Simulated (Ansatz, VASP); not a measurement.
# ZnSe: VASP beside Ansatz

File INCAR:

```
SYSTEM = ZnSe
PREC = Accurate ; ENCUT = 600
EDIFF = 1E-6 ; ISMEAR = -1
SIGMA = 0.05 ; LREAL = .FALSE.
LASPH = .TRUE. ; NELM = 100
ALGO = Normal ; ISIF = 3
LWAVE = .FALSE. ; LCHARG = .FALSE.
GGA = PS ; IVDW = 13
IBRION = 2 ; NSW = 80
EDIFFG = -0.01
```

File KPOINTS:

```
regular mesh
0
G
  8 8 8
  0 0 0
```

POSCAR

```
ZnSe
1.0
    0.0000000000      2.8338000000      2.8338000000
    2.8338000000      0.0000000000      2.8338000000
    2.8338000000      2.8338000000      0.0000000000
Se Zn
1 1
Direct
    0.7500000000      0.7500000000      0.7500000000
    0.0000000000      0.0000000000      0.0000000000
```

File input.yaml:

```yaml
crystal:
  lattice:
    - [0.0, 2.8338, 2.8338]
    - [2.8338, 0.0, 2.8338]
    - [2.8338, 2.8338, 0.0]
  atoms:
    - { symbol: Se, position: [0.75, 0.75, 0.75] }
    - { symbol: Zn, position: [0.0, 0.0, 0.0] }
kpoints:
  mp_grid: { grid: [8, 8, 8] }
scf:
  occupations: { method: fermi_dirac, width: 0.05 }
hamiltonian:
  xc: pbesol
  dispersion: d4
  pseudopotentials: { kind: all_electron, lapw: { basis_error: 0.001 } }
output:
  forces: true
  stress: true
relax:
  f_tol: 0.01
  max_steps: 60
  cell: {}
```

Alike in both runs: task relaxation of cell and atoms; functional PBEsol; dispersion D4; k mesh 8 × 8 × 8; occupations fermi-dirac, width 0.05 eV; no spin polarisation.

|  | VASP | Ansatz |
| --- | --- | --- |
| version | VASP 6.6.1 | Ansatz 0.2.0 |
| potentials or method | VASP PAW PBE potentials, release 64 (Se, Zn), cutoff 600 eV | all-electron LAPW, scalar-relativistic |

```csv
,VASP,Ansatz,Ansatz less VASP
relaxed volume (Å³/atom),22.03,21.92,-0.114
relaxed cell length with the largest relative difference (Å),3.965,3.958,-0.0069
```

VASP's potentials were made for PBE, not for PBEsol. Ansatz ran all-electron here, and VASP with PAW potentials.
